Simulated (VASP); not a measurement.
**SnO: single point with PBE**

Crystal: SnO.

```
Sn O
1.0
     3.19336    0.00000    0.00000
     0.00000    3.19336    0.00000
     0.00000    0.00000    3.19336
Sn O
1 1
Direct
  0.00000 0.00000 0.00000
  0.50000 0.50000 0.50000
```

- Program: VASP 6.6.1
- Task: single point
- Functional: PBE
- Potentials or basis: VASP PAW PBE potentials, release 64 (Sn_d, O)
- Cutoff: 520 eV
- k mesh: 9 × 9 × 9
- Occupations: fermi-dirac, width 0.05 eV
- Spin: no spin polarisation
- Dipole correction: no
- Further INCAR settings: ALGO = Normal; EDIFF = 1e-06; NBANDS = 17

- Pressure: -5.2 GPa
- Band gap on the k mesh: 0.60 eV, indirect (least direct gap 0.83 eV)

Levels at points of the mesh, in eV from the valence-band top:
| k point | band 8 | band 9 | band 10 | band 11 | band 12 | band 13 |
| --- | --- | --- | --- | --- | --- | --- |
| (0.00, 0.00, 0.00) | -1.95 | -1.95 | -1.95 | 7.73 | 7.73 | 7.73 |

Run time: 32 s on 1 thread of AMD EPYC 7R13, with other jobs on the host, peak memory 0.12 GiB.

Caveat: spin-orbit coupling is left out, which moves the levels of the heavy elements. A hybrid or GW would open this gap; PBE tends to underestimate it.
